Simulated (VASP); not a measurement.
# ZnS (F-43m) in VASP: further runs

Runs on ZnS. Level: PBE. Tasks: single point, relaxation of the atoms.

Everything below comes from runs of VASP 6.6.1. Logs are shortened: lines on timing, memory, paths and dates and some standing lists are left out, and cuts for length are marked.

**Experimental background.**

From “Electronic, vibrational, and thermodynamic properties of ZnS (zincblende and rocksalt structure)”, 2009, arxiv:0911.5022, for a bulk crystal of ZnS at 19 K: band gap 3.85 eV (direct).

How close the calculation comes is told below.

### Step 1. The cell of the first run

It takes space group F-43m (No. 216, cubic). The conventional cell has a = 5.404 Å, b = 5.404 Å, c = 5.404 Å, α = 90.00°, β = 90.00°, γ = 90.00°. Within 3.1 Å of Zn (site symmetry -43m) lie 4 S at 2.34 Å. Within 3.1 Å of S (site symmetry -43m) lie 4 Zn at 2.34 Å.

### Step 2. Single point, PBE

INCAR reads:

```
SYSTEM = ZnS
PREC = Accurate
ENCUT = 520
EDIFF = 1E-6
ISMEAR = -1
SIGMA = 0.02
LREAL = .FALSE.
LASPH = .TRUE.
NELM = 100
ALGO = Normal
ISIF = 2
LWAVE = .FALSE.
LCHARG = .TRUE.
GGA = PE
LELF = .TRUE.
LVHAR = .TRUE.
NBANDS = 16
```

KPOINTS reads:

```
Automatic mesh
0
G
  9 9 9
  0 0 0
```

POSCAR reads:

```
ZnS
1.0
    0.0000000000      2.7020000000      2.7020000000
    2.7020000000      0.0000000000      2.7020000000
    2.7020000000      2.7020000000      0.0000000000
Zn S
1 1
Direct
    0.2500000000      0.2500000000      0.2500000000
    0.0000000000      0.0000000000      0.0000000000
```

Potentials or basis: VASP PAW PBE potentials, release 64 (Zn, S).

Started as:

```bash
$ cat potpaw_PBE.64/Zn/POTCAR potpaw_PBE.64/S/POTCAR > POTCAR
$ mpirun -np 1 vasp_std > vasp.out
```

OUTCAR:

```text
SYSTEM = ZnS
   PREC = Accurate
   ENCUT = 520
   EDIFF = 1E-6
   ISMEAR = -1
   LREAL = .FALSE.
   LASPH = .TRUE.
   NELM = 100
   ISIF = 2
   GGA = PE

 ion  position               nearest neighbor table
   1  0.250  0.250  0.250-   2 2.34   2 2.34   2 2.34   2 2.34
   2  0.000  0.000  0.000-   1 2.34   1 2.34   1 2.34   1 2.34

  LATTYP: Found a face centered cubic cell.
 ALAT       =     5.4040000000

  Lattice vectors:

 A1 = (   0.0000000000,   2.7020000000,   2.7020000000)
 A2 = (   2.7020000000,   0.0000000000,   2.7020000000)
 A3 = (   2.7020000000,   2.7020000000,   0.0000000000)

Analysis of symmetry for initial positions (statically):
=====================================================================
 Subroutine PRICEL returns:
 Original cell was already a primitive cell.

 Routine SETGRP: Setting up the symmetry group for a
 face centered cubic supercell.

 Subroutine GETGRP returns: Found 24 space group operations
 (whereof 24 operations were pure point group operations)
 out of a pool of 48 trial point group operations.

The static configuration has the point symmetry T_d .

Analysis of symmetry for dynamics (positions and initial velocities):
=====================================================================
 Subroutine PRICEL returns:
 Original cell was already a primitive cell.

 Routine SETGRP: Setting up the symmetry group for a
 face centered cubic supercell.

 Subroutine GETGRP returns: Found 24 space group operations
 (whereof 24 operations were pure point group operations)
 out of a pool of 48 trial point group operations.

The dynamic configuration has the point symmetry T_d .

 Subroutine INISYM returns: Found 24 space group operations
 (whereof 24 operations are pure point group operations),
 and found     1 'primitive' translations

----------------------------------------------------------------------------------------

                                     Primitive cell

  volume of cell :      39.4535

  direct lattice vectors                    reciprocal lattice vectors
     0.000000000  2.702000000  2.702000000    -0.185048113  0.185048113  0.185048113
     2.702000000  0.000000000  2.702000000     0.185048113 -0.185048113  0.185048113
     2.702000000  2.702000000  0.000000000     0.185048113  0.185048113 -0.185048113

  length of vectors
     3.821205046  3.821205046  3.821205046     0.320512733  0.320512733  0.320512733

  position of ions in fractional coordinates (direct lattice)
     0.250000000  0.250000000  0.250000000
     0.000000000  0.000000000  0.000000000

  ion indices of the primitive-cell ions
   primitive index   ion index
                 1           1
                 2           2

----------------------------------------------------------------------------------------

 KPOINTS: Automatic mesh

Automatic generation of k-mesh.
 Grid dimensions read from file:
 generate k-points for:    9    9    9

 Generating k-lattice:

  Cartesian coordinates                     Fractional coordinates (reciprocal lattice)
    -0.020560901  0.020560901  0.020560901     0.111111111  0.000000000  0.000000000
     0.020560901 -0.020560901  0.020560901     0.000000000  0.111111111  0.000000000
     0.020560901  0.020560901 -0.020560901     0.000000000  0.000000000  0.111111111

  Length of vectors
     0.035612526  0.035612526  0.035612526

  Shift w.r.t. Gamma in fractional coordinates (k-lattice)
     0.000000000  0.000000000  0.000000000

 Subroutine IBZKPT returns following result:
 ===========================================

 Found     35 irreducible k-points:

 Following reciprocal coordinates:
            Coordinates               Weight
  0.000000  0.000000  0.000000      1.000000
  0.111111  0.000000  0.000000      8.000000
  0.222222  0.000000  0.000000      8.000000
  0.333333  0.000000  0.000000      8.000000
  0.444444  0.000000  0.000000      8.000000
  0.111111  0.111111  0.000000      6.000000
[... 16 lines left out ...]
 -0.333333  0.333333  0.000000     12.000000
  0.444444  0.444444  0.000000      6.000000
 [... further k-points ...]
   k-points           NKPTS =     35   k-points in BZ     NKDIM =     35   number of bands    NBANDS=     16
   number of dos      NEDOS =    301   number of ions     NIONS =      2
   total plane-waves  NPLWV =  21952
   dimension x,y,z NGX =    28 NGY =   28 NGZ =   28
   dimension x,y,z NGXF=    56 NGYF=   56 NGZF=   56
   ions per type =               1   1
   NGX,Y,Z   is equivalent  to a cutoff of  12.18, 12.18, 12.18 a.u.
   NGXF,Y,Z  is equivalent  to a cutoff of  24.36, 24.36, 24.36 a.u.
 SYSTEM =  ZnS
   PREC   = accura    normal or accurate (medium, high low for compatibility)
   ISTART =      0    job   : 0-new  1-cont  2-samecut
   ICHARG =      2    charge: 1-file 2-atom 10-const
   ISPIN  =      1    spin polarized calculation?
   LNONCOLLINEAR =      F non collinear calculations
   LSORBIT =      F    spin-orbit coupling
   LASPH  =      T    aspherical Exc in radial PAW
   ENCUT  =  520.0 eV  38.22 Ry    6.18 a.u.   7.10  7.10  7.10*2*pi/ulx,y,z
   NELM   =    100;   NELMIN=  2; NELMDL= -5     # of ELM steps
   EDIFF  = 0.1E-05   stopping-criterion for ELM
   LREAL  =      F    real-space projection
   EDIFFG = 0.1E-04   stopping-criterion for IOM
   NSW    =      0    number of steps for IOM
   IBRION =     -1    ionic relax: 0-MD 1-quasi-New 2-CG
   NFREE  =      0    steps in history (QN), initial steepest desc. (CG)
   ISIF   =      2    stress and relaxation
   ISYM   =      2    0-nonsym 1-usesym 2-fastsym
   POTIM  = 0.5000    time-step for ionic-motion
   TEBEG  =    0.0;   TEEND  =   0.0 temperature during run
   PSTRESS=    0.0 pullay stress
   NELECT =      18.0000    total number of electrons
   NUPDOWN=      -1.0000    fix difference up-down
   EMIN   =  10.00;   EMAX   =-10.00  energy-range for DOS
   EFERMI =   0.00;   METHOD = LEGACY
   ISMEAR =    -1;   SIGMA  =   0.02  broadening in eV -4-tet -1-fermi 0-gaus
   EFERMI_NEDOS =   21; number of points for ismear=-14 and -15
   IALGO  =     38    algorithm
   IMIX   =      4    mixing-type and parameters
     AMIX     =   0.40;   BMIX     =  1.00
     AMIX_MAG =   1.60;   BMIX_MAG =  1.00
  volume/ion in A,a.u.               =      19.73       133.12
  Fermi-wavevector in a.u.,A,eV,Ry     =   1.260290  2.381602 21.610537  1.588330
  Thomas-Fermi vector in A             =   2.393807
   LORBIT       =      0    0 simple, 1 ext, 2 COOP (PROOUT), +10 PAW based schemes
   GGA     = PE    functional components
   LHFCALC =     F    Hartree Fock is set to
   AEXX    =    0.0000 exact exchange contribution
   IVDW    =     0    specifies the selected vdW correction
   LEPSILON=     F    determine dielectric tensor
   LRPA    =     F    only Hartree local field effects (RPA)
 non-spin polarized calculation
  energy-cutoff  :      520.00
  volume of cell :       39.45
 maximum number of plane-waves:      1073
   NGX = 15   NGY = 15   NGZ = 15

 number of electron      18.0000000 magnetization

 Free energy of the ion-electron system (eV)
  ---------------------------------------------------
  ext. energy  EPLUGINS =         0.00000000
  ---------------------------------------------------
  free energy    TOTEN  =        -6.84725756 eV

  energy without entropy =       -6.84725756  energy(sigma->0) =       -6.84725756

 E-fermi :   2.5513     XC(G=0):  -9.6303

 val. band max:        2.1066992730   @ k =   0.0000   0.0000   0.0000
 cond. band min:       4.2208708767   @ k =   0.0000   0.0000   0.0000
 fundamental gap:      2.1141716037
 Fermi energy:         2.5513030859

 k-point     1 :       0.0000    0.0000    0.0000
  band No.  band energies     occupation
      1     -11.0335      2.00000
      2      -4.2323      2.00000
      3      -4.2323      2.00000
      4      -4.2323      2.00000
      5      -3.7341      2.00000
      6      -3.7341      2.00000
[... 8 lines left out ...]
     15      13.8697      0.00000
     16      13.9774      0.00000

 k-point     2 :       0.1111    0.0000    0.0000
  band No.  band energies     occupation
      1     -10.9407      2.00000
      2      -4.2319      2.00000
      3      -4.2154      2.00000
      4      -4.2154      2.00000
      5      -3.7355      2.00000
      6      -3.7355      2.00000
[... 8 lines left out ...]
     15      13.3594      0.00000
     16      14.6638      0.00000

 k-point     3 :       0.2222    0.0000    0.0000
  band No.  band energies     occupation
      1     -10.6901      2.00000
      2      -4.2035      2.00000
      3      -4.1758      2.00000
      4      -4.1758      2.00000
      5      -3.7344      2.00000
      6      -3.7344      2.00000
[... 8 lines left out ...]
     15      13.0127      0.00000
     16      14.4899      0.00000

 k-point     4 :       0.3333    0.0000    0.0000
  band No.  band energies     occupation
      1     -10.3721      2.00000
      2      -4.1382      2.00000
      3      -4.1382      2.00000
      4      -4.0678      2.00000
      5      -3.7222      2.00000
      6      -3.7222      2.00000
[... 8 lines left out ...]
     15      13.6934      0.00000
     16      13.9745      0.00000

 k-point     5 :       0.4444    0.0000    0.0000
  band No.  band energies     occupation
      1     -10.1401      2.00000
      2      -4.1195      2.00000
      3      -4.1195      2.00000
      4      -3.7159      2.00000
      5      -3.7065      2.00000
      6      -3.7065      2.00000
[... 8 lines left out ...]
     15      15.1050      0.00000
     16      15.1050      0.00000

 k-point     6 :       0.1111    0.1111    0.0000
  band No.  band energies     occupation
      1     -10.9097      2.00000
      2      -4.2483      2.00000
      3      -4.2013      2.00000
      4      -4.2013      2.00000
      5      -3.7474      2.00000
      6      -3.7253      2.00000
[... 8 lines left out ...]
     15      14.0291      0.00000
     16      15.0288      0.00000
[... 267 lines left out ...]
 k-point    21 :       0.4444    0.3333    0.0000
  band No.  band energies     occupation
      1      -9.9543      2.00000
      2      -4.2347      2.00000
      3      -3.9535      2.00000
      4      -3.9400      2.00000
      5      -3.6729      2.00000
      6      -3.6455      2.00000
[... 8 lines left out ...]
     15      15.7674      0.00000
     16      17.4149      0.00000

 k-point    22 :      -0.4444    0.3333    0.0000
  band No.  band energies     occupation
      1      -9.8414      2.00000
      2      -4.1622      2.00000
      3      -3.9516      2.00000
      4      -3.8668      2.00000
      5      -3.6900      2.00000
      6      -3.4485      2.00000
[... 8 lines left out ...]
     15      15.1360      0.00000
     16      17.3225      0.00000

 k-point    23 :      -0.3333    0.3333    0.0000
  band No.  band energies     occupation
      1      -9.8730      2.00000
      2      -4.1231      2.00000
      3      -3.9900      2.00000
      4      -3.7925      2.00000
      5      -3.7190      2.00000
      6      -3.4551      2.00000
[... 8 lines left out ...]
     15      13.8023      0.00000
     16      18.6255      0.00000

 k-point    24 :       0.4444    0.4444    0.0000
  band No.  band energies     occupation
      1      -9.8395      2.00000
      2      -4.2619      2.00000
      3      -3.9033      2.00000
      4      -3.9033      2.00000
      5      -3.6609      2.00000
      6      -3.5772      2.00000
[... 8 lines left out ...]
     15      15.7285      0.00000
     16      17.1418      0.00000

 [... further k-points ...]
[... 5 lines left out ...]
  --------------------------------------------------------------------------------------
  -------------------------------------------------------------------------------------
  Total        0.4331979      0.4331979      0.4331979      0.0000000      0.0000000     -0.0000000
  in kB       17.5918235     17.5918235     17.5918235      0.0000000      0.0000000     -0.0000000
  external PRESSURE =      17.5918235 kB  Pullay stress =       0.0000000 kB

 VOLUME and BASIS-vectors are now :
 -----------------------------------------------------------------------------
  energy-cutoff  :      520.00
  volume of cell :       39.45
      direct lattice vectors                 reciprocal lattice vectors
     0.000000000  2.702000000  2.702000000    -0.185048113  0.185048113  0.185048113
     2.702000000  0.000000000  2.702000000     0.185048113 -0.185048113  0.185048113
     2.702000000  2.702000000  0.000000000     0.185048113  0.185048113 -0.185048113

 POSITION                                       TOTAL-FORCE (eV/Angst)
 -----------------------------------------------------------------------------------
      1.35100      1.35100      1.35100        -0.000000     -0.000000      0.000000
      0.00000      0.00000      0.00000         0.000000      0.000000     -0.000000
 -----------------------------------------------------------------------------------
    total drift:                               -0.000001     -0.000001     -0.000001

  FREE ENERGIE OF THE ION-ELECTRON SYSTEM (eV)
  ---------------------------------------------------
  free  energy   TOTEN  =        -6.8472575573 eV

  energy  without entropy=       -6.8472575573  energy(sigma->0) =       -6.84725756
```

Wall time 11 s (1 thread of Intel Xeon Platinum 8559C (Emerald Rapids), shared host); peak memory 0.16 GiB.

What came out:

```yaml
Free_energy: -6.8473 eV
Pressure: 1.8 GPa
Band_gap_on_the_k_mesh: 2.11 eV, direct
```

### Step 3. Relaxation of the atoms, PBE

INCAR reads:

```
ALGO = Normal
EDIFF = 1E-6
EDIFFG = -0.02
ENCUT = 520
GGA = PE
IBRION = 2
ISIF = 2
ISMEAR = -1
LASPH = True
LCHARG = False
LREAL = False
LWAVE = False
NELM = 100
NSW = 80
PREC = Accurate
SIGMA = 0.02
```

KPOINTS reads:

```
k-points
0
Gamma
  9 9 9
```

POSCAR is that of step 2.

Potentials or basis: VASP PAW PBE potentials, release 64 (Zn, S).

Started as:

```bash
$ cat potpaw_PBE.64/Zn/POTCAR potpaw_PBE.64/S/POTCAR > POTCAR
$ mpirun -np 1 vasp_std > vasp.out
```

Run time: 9.2 s. Hardware: 1 thread of Intel Xeon Platinum 8559C (Emerald Rapids), shared host; peak memory 0.16 GiB.

It converged, with:

- Free energy: -6.8473 eV
- Pressure after relaxing: 1.8 GPa
- Band gap on the k mesh: 2.11 eV, direct

Final structure:
```
CELL_PARAMETERS angstrom
0.00000 2.70200 2.70200
2.70200 0.00000 2.70200
2.70200 2.70200 0.00000
ATOMIC_POSITIONS crystal
Zn 0.25000 0.25000 0.25000
S 0.00000 0.00000 0.00000
```

Levels at points of the mesh, in eV from the valence-band top:
```csv
k point,band 6,band 7,band 8,band 9,band 10,band 11,band 12,band 13
"(0.00, 0.00, 0.00)",-5.84,0.00,0.00,0.00,2.11,6.40,6.40,6.40
```

Caveat: the relaxation stopped at its first step, so nothing moved.

### Step 4. Against experiment

Step 2. A measured gap of ZnS is 3.85 eV (direct; 19 K; quoted in “Electronic, vibrational, and thermodynamic properties of ZnS (zincblende and rocksalt structure)”, 2009, arxiv:0911.5022); the calculated 2.11 eV misses it by -1.74 eV. The value is that of PBE, without temperature or zero-point motion. Semilocal functionals fall short of measured gaps as a rule.

Step 3. Measured gap of ZnS: 3.85 eV (direct; 19 K; quoted in “Electronic, vibrational, and thermodynamic properties of ZnS (zincblende and rocksalt structure)”, 2009, arxiv:0911.5022). This calculation gives 2.11 eV (-1.74 eV). The value is that of PBE, without temperature or zero-point motion. Semilocal functionals fall short of measured gaps as a rule.
